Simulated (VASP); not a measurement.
# Si (Fd-3m) in VASP: a series of runs

Si is run at these levels: r2SCAN, PBEsol, PBE; tasks: electric field gradients.

All numbers are computed with VASP 6.6.1; they aren't measurements. Logs are shortened: lines on timing, memory, paths and dates and some standing lists are left out, and cuts for length are marked.

## 1. The cell of the first run

The structure is cubic, space group Fd-3m (No. 227). Conventional cell: a = 5.550 Å, b = 5.550 Å, c = 5.550 Å, α = 90.00°, β = 90.00°, γ = 90.00°. Si (site symmetry -43m) has 4 Si at 2.40 Å within 3.2 Å.

## 2. Electric field gradients, r2SCAN (volume scaled by 1.06)

Contents of POSCAR:

```
Si
1.0
    0.0000000000      2.7752343705      2.7752343705
    2.7752343705      0.0000000000      2.7752343705
    2.7752343705      2.7752343705      0.0000000000
Si
2
Direct
    0.7500000000      0.7500000000      0.7500000000
    0.5000000000      0.5000000000      0.5000000000
```

Contents of INCAR.step1:

```
PREC = Accurate
ENCUT = 520
ISMEAR = -1
SIGMA = 0.02
LREAL = F
LASPH = T
NELM = 100
NBANDS = 11
GGA = PE
ALGO = Normal
EDIFF = 1E-4
LWAVE = T
LCHARG = F
```

Contents of INCAR.step2:

```
PREC = Accurate
ENCUT = 520
EDIFF = 1E-8
ISMEAR = -1
SIGMA = 0.02
LREAL = F
LASPH = T
NELM = 100
ALGO = Normal
ISIF = 2
LWAVE = F
LCHARG = F
METAGGA = R2SCAN
LMIXTAU = T
LEFG = T
NBANDS = 11
ISTART = 1
```

Contents of KPOINTS:

```
regular mesh
0
Gamma
  10 10 10
```

Potentials or basis: VASP PAW PBE potentials, release 64 (Si).

Launch:

```console
> cat potpaw_PBE.64/Si/POTCAR > POTCAR
> cp INCAR.step1 INCAR
> mpirun -np 1 vasp_std > vasp.out
> cp INCAR.step2 INCAR
> mpirun -np 1 vasp_std > vasp.out
```

OUTCAR:

```text
PREC = Accurate
   ENCUT = 520
   EDIFF = 1E-8
   ISMEAR = -1
   LREAL = F
   LASPH = T
   NELM = 100
   ISIF = 2
   METAGGA = R2SCAN
   ISTART = 1

 ion  position               nearest neighbor table
   1  0.750  0.750  0.750-   2 2.40   2 2.40   2 2.40   2 2.40
   2  0.500  0.500  0.500-   1 2.40   1 2.40   1 2.40   1 2.40

  LATTYP: Found a face centered cubic cell.
 ALAT       =     5.5504687410

  Lattice vectors:

 A1 = (   0.0000000000,   2.7752343705,   2.7752343705)
 A2 = (   2.7752343705,   0.0000000000,   2.7752343705)
 A3 = (   2.7752343705,   2.7752343705,   0.0000000000)

Analysis of symmetry for initial positions (statically):
=====================================================================
 Subroutine PRICEL returns:
 Original cell was already a primitive cell.

 Routine SETGRP: Setting up the symmetry group for a
 face centered cubic supercell.

 Subroutine GETGRP returns: Found 48 space group operations
 (whereof 24 operations were pure point group operations)
 out of a pool of 48 trial point group operations.

The static configuration has the point symmetry T_d .
 The point group associated with its full space group is O_h .

Analysis of symmetry for dynamics (positions and initial velocities):
=====================================================================
 Subroutine PRICEL returns:
 Original cell was already a primitive cell.

 Routine SETGRP: Setting up the symmetry group for a
 face centered cubic supercell.

 Subroutine GETGRP returns: Found 48 space group operations
 (whereof 24 operations were pure point group operations)
 out of a pool of 48 trial point group operations.

The dynamic configuration has the point symmetry T_d .
 The point group associated with its full space group is O_h .

 Subroutine INISYM returns: Found 48 space group operations
 (whereof 24 operations are pure point group operations),
 and found     1 'primitive' translations

----------------------------------------------------------------------------------------

                                     Primitive cell

  volume of cell :      42.7493

  direct lattice vectors                    reciprocal lattice vectors
     0.000000000  2.775234371  2.775234371    -0.180164964  0.180164964  0.180164964
     2.775234371  0.000000000  2.775234371     0.180164964 -0.180164964  0.180164964
     2.775234371  2.775234371  0.000000000     0.180164964  0.180164964 -0.180164964

  length of vectors
     3.924774086  3.924774086  3.924774086     0.312054871  0.312054871  0.312054871

  position of ions in fractional coordinates (direct lattice)
     0.750000000  0.750000000  0.750000000
     0.500000000  0.500000000  0.500000000

  ion indices of the primitive-cell ions
   primitive index   ion index
                 1           1
                 2           2

----------------------------------------------------------------------------------------

 KPOINTS: regular mesh

Automatic generation of k-mesh.
 Grid dimensions read from file:
 generate k-points for:   10   10   10

 Generating k-lattice:

  Cartesian coordinates                     Fractional coordinates (reciprocal lattice)
    -0.018016496  0.018016496  0.018016496     0.100000000  0.000000000  0.000000000
     0.018016496 -0.018016496  0.018016496     0.000000000  0.100000000  0.000000000
     0.018016496  0.018016496 -0.018016496     0.000000000  0.000000000  0.100000000

  Length of vectors
     0.031205487  0.031205487  0.031205487

  Shift w.r.t. Gamma in fractional coordinates (k-lattice)
     0.000000000  0.000000000  0.000000000

 Subroutine IBZKPT returns following result:
 ===========================================

 Found     47 irreducible k-points:

 Following reciprocal coordinates:
            Coordinates               Weight
  0.000000  0.000000  0.000000      1.000000
  0.100000  0.000000  0.000000      8.000000
  0.200000  0.000000  0.000000      8.000000
  0.300000  0.000000  0.000000      8.000000
  0.400000  0.000000  0.000000      8.000000
  0.500000  0.000000  0.000000      4.000000
[... 16 lines left out ...]
  0.300000  0.300000  0.000000      6.000000
  0.400000  0.300000  0.000000     24.000000
 [... further k-points ...]
   k-points           NKPTS =     47   k-points in BZ     NKDIM =     47   number of bands    NBANDS=     11
   number of dos      NEDOS =    301   number of ions     NIONS =      2
   total plane-waves  NPLWV =  27000
   dimension x,y,z NGX =    30 NGY =   30 NGZ =   30
   dimension x,y,z NGXF=    60 NGYF=   60 NGZF=   60
   ions per type =               2
   NGX,Y,Z   is equivalent  to a cutoff of  12.71, 12.71, 12.71 a.u.
   NGXF,Y,Z  is equivalent  to a cutoff of  25.41, 25.41, 25.41 a.u.
 SYSTEM =  unknown system
   PREC   = accura    normal or accurate (medium, high low for compatibility)
   ISTART =      1    job   : 0-new  1-cont  2-samecut
   ICHARG =      0    charge: 1-file 2-atom 10-const
   ISPIN  =      1    spin polarized calculation?
   LNONCOLLINEAR =      F non collinear calculations
   LSORBIT =      F    spin-orbit coupling
   LASPH  =      T    aspherical Exc in radial PAW
   ENCUT  =  520.0 eV  38.22 Ry    6.18 a.u.   7.30  7.30  7.30*2*pi/ulx,y,z
   NELM   =    100;   NELMIN=  2; NELMDL=  0     # of ELM steps
   EDIFF  = 0.1E-07   stopping-criterion for ELM
   LREAL  =      F    real-space projection
   EDIFFG = 0.1E-06   stopping-criterion for IOM
   NSW    =      0    number of steps for IOM
   IBRION =     -1    ionic relax: 0-MD 1-quasi-New 2-CG
   NFREE  =      0    steps in history (QN), initial steepest desc. (CG)
   ISIF   =      2    stress and relaxation
   ISYM   =      2    0-nonsym 1-usesym 2-fastsym
   POTIM  = 0.5000    time-step for ionic-motion
   TEBEG  =    0.0;   TEEND  =   0.0 temperature during run
   PSTRESS=    0.0 pullay stress
   NELECT =       8.0000    total number of electrons
   NUPDOWN=      -1.0000    fix difference up-down
   EMIN   =  10.00;   EMAX   =-10.00  energy-range for DOS
   EFERMI =   0.00;   METHOD = LEGACY
   ISMEAR =    -1;   SIGMA  =   0.02  broadening in eV -4-tet -1-fermi 0-gaus
   EFERMI_NEDOS =   21; number of points for ismear=-14 and -15
   IALGO  =     38    algorithm
   IMIX   =      4    mixing-type and parameters
     AMIX     =   0.40;   BMIX     =  1.00
     AMIX_MAG =   1.60;   BMIX_MAG =  1.00
  volume/ion in A,a.u.               =      21.37       144.24
  Fermi-wavevector in a.u.,A,eV,Ry     =   0.936401  1.769541 11.930223  0.876847
  Thomas-Fermi vector in A             =   2.063407
   LORBIT       =      0    0 simple, 1 ext, 2 COOP (PROOUT), +10 PAW based schemes
   METAGGA = R2SCAN    functional components
   LHFCALC =     F    Hartree Fock is set to
   AEXX    =    0.0000 exact exchange contribution
   IVDW    =     0    specifies the selected vdW correction
   LEPSILON=     F    determine dielectric tensor
   LRPA    =     F    only Hartree local field effects (RPA)
 non-spin polarized calculation
  energy-cutoff  :      520.00
  volume of cell :       42.75
 maximum number of plane-waves:      1179
 NGX is ok and might be reduce to    30
   NGX = 15   NGY = 15   NGZ = 15

 number of electron       8.0000000 magnetization

 Free energy of the ion-electron system (eV)
  ---------------------------------------------------
  ext. energy  EPLUGINS =         0.00000000
  ---------------------------------------------------
  free energy    TOTEN  =       -17.50719191 eV

  energy without entropy =      -17.50719191  energy(sigma->0) =      -17.50719191

 E-fermi :   5.5300     XC(G=0):  -9.5966

 val. band max:        5.0905660908   @ k =   0.0000   0.0000   0.0000
 cond. band min:       5.9727080273   @ k =   0.4000   0.4000   0.0000
 fundamental gap:      0.8821419365
 Fermi energy:         5.5300415437

 k-point     1 :       0.0000    0.0000    0.0000
  band No.  band energies     occupation
      1      -6.9827      2.00000
      2       5.0906      2.00000
      3       5.0906      2.00000
      4       5.0906      2.00000
      5       7.8162      0.00000
      6       7.8162      0.00000
      7       7.8162      0.00000
      8       8.2868      0.00000
      9      13.1844      0.00000
     10      13.1844      0.00000
     11      13.4932      0.00000
[... 309 lines left out ...]
 k-point    24 :       0.4000    0.3000    0.0000
  band No.  band energies     occupation
      1      -4.8317      2.00000
      2      -0.4573      2.00000
      3       2.2848      2.00000
      4       2.6736      2.00000
      5       6.4194      0.00000
      6       7.6570      0.00000
      7      12.2279      0.00000
      8      12.3926      0.00000
      9      15.9480      0.00000
     10      15.9588      0.00000
     11      17.5919      0.00000

 [... further k-points ...]
[... 5 lines left out ...]
  --------------------------------------------------------------------------------------
  -------------------------------------------------------------------------------------
  Total       -1.3817381     -1.3817381     -1.3817381     -0.0000000     -0.0000000      0.0000000
  in kB      -51.7853991    -51.7853991    -51.7853991     -0.0000000     -0.0000000      0.0000000
  external PRESSURE =     -51.7853991 kB  Pullay stress =       0.0000000 kB

 VOLUME and BASIS-vectors are now :
 -----------------------------------------------------------------------------
  energy-cutoff  :      520.00
  volume of cell :       42.75
      direct lattice vectors                 reciprocal lattice vectors
     0.000000000  2.775234371  2.775234371    -0.180164964  0.180164964  0.180164964
     2.775234371  0.000000000  2.775234371     0.180164964 -0.180164964  0.180164964
     2.775234371  2.775234371  0.000000000     0.180164964  0.180164964 -0.180164964

 POSITION                                       TOTAL-FORCE (eV/Angst)
 -----------------------------------------------------------------------------------
      4.16285      4.16285      4.16285        -0.000000     -0.000000     -0.000000
      2.77523      2.77523      2.77523         0.000000      0.000000      0.000000
 -----------------------------------------------------------------------------------
    total drift:                                0.000000     -0.000000     -0.000000

  FREE ENERGIE OF THE ION-ELECTRON SYSTEM (eV)
  ---------------------------------------------------
  free  energy   TOTEN  =       -17.5071919086 eV

  energy  without entropy=      -17.5071919086  energy(sigma->0) =      -17.50719191

 Electric field gradients (V/A^2)
---------------------------------------------------------------------
 ion       V_xx      V_yy      V_zz      V_xy      V_xz      V_yz
---------------------------------------------------------------------
   1      -0.000     0.000    -0.000    -0.000    -0.000    -0.000
   2      -0.000     0.000    -0.000    -0.000    -0.000    -0.000
---------------------------------------------------------------------

 Electric field gradients after diagonalization (V/A^2)
 (convention: |V_zz| > |V_xx| > |V_yy|)
----------------------------------------------------------------------
 ion       V_xx      V_yy      V_zz     asymmetry (V_yy - V_xx)/ V_zz
----------------------------------------------------------------------
   1       0.000     0.000    -0.000       0.000
   2       0.000     0.000    -0.000       0.000
----------------------------------------------------------------------

           NMR quadrupolar parameters

 Cq : quadrupolar parameter    Cq=e*Q*V_zz/h
 eta: asymmetry parameters     (V_yy - V_xx)/ V_zz
 Q  : nuclear electric quadrupole moment in mb (millibarn)
----------------------------------------------------------------------
 ion       Cq(MHz)       eta       Q (mb)
----------------------------------------------------------------------
   1      -0.000       0.000       1.000
   2      -0.000       0.000       1.000
----------------------------------------------------------------------
```

Run time: 47 s. Hardware: 1 thread of Intel Xeon 6975P-C (Granite Rapids), shared host; peak memory 0.16 GiB.

What came out:

* Free energy: -17.5072 eV
* Pressure: -5.2 GPa
* Band gap on the k mesh: 0.88 eV, indirect (least direct gap 2.73 eV)

Caveat: without QUAD_EFG the Cq values of the log hold for a quadrupole moment of 1 mb, not for the nuclei; the PAW data sets were made with another functional, which shifts forces and pressure a little. A k mesh can miss the band edges.

[end of part 1 of 2]
